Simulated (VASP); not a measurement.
A run of VASP 6.6.1:

File POSCAR:

```
SnO
1.0
    4.1745673716      0.0000000000      0.0000000000
   -2.0872836858      3.6152813936      0.0000000000
    0.0000000000      0.0000000000      5.2308963472
Sn O
2 2
Direct
    0.3333333333      0.6666666667      0.2500000000
    0.6666666667      0.3333333333      0.7500000000
    0.6666666667      0.3333333333      0.2500000000
    0.3333333333      0.6666666667      0.7500000000
```

INCAR.step1

```
ALGO = Normal
EDIFF = 1E-4
ENCUT = 600
GGA = PE
ISMEAR = -1
LASPH = True
LCHARG = False
LREAL = False
LWAVE = True
NELM = 80
PREC = Accurate
SIGMA = 0.02
```

Contents of INCAR.step2:

```
ALGO = Normal
EDIFF = 1E-6
EDIFFG = -0.005
ENCUT = 600
IBRION = 2
ISIF = 3
ISMEAR = -1
ISTART = 1
LASPH = True
LCHARG = False
LMIXTAU = True
LREAL = False
LWAVE = False
METAGGA = R2SCAN
NELM = 80
NSW = 80
PREC = Accurate
SIGMA = 0.02
```

The input KPOINTS:

```
k-points
0
Gamma
  6 6 4
```

Potentials or basis: VASP PAW PBE potentials, release 64 (Sn_d, O).

Run with:

```console
$ cat potpaw_PBE.64/Sn_d/POTCAR potpaw_PBE.64/O/POTCAR > POTCAR
$ cp INCAR.step1 INCAR
$ mpirun -np 1 vasp_std > vasp.out
$ cp INCAR.step2 INCAR
$ mpirun -np 1 vasp_std > vasp.out
```

Hardware: 1 thread of Oxide Virtual Turin-like Processor, with other jobs on the host.

Estimate the wall time of this run.

Wall time 11 min on 1 thread of Oxide Virtual Turin-like Processor (shared host), peak memory 0.23 GiB. Counts: k points 21, ion steps 3.
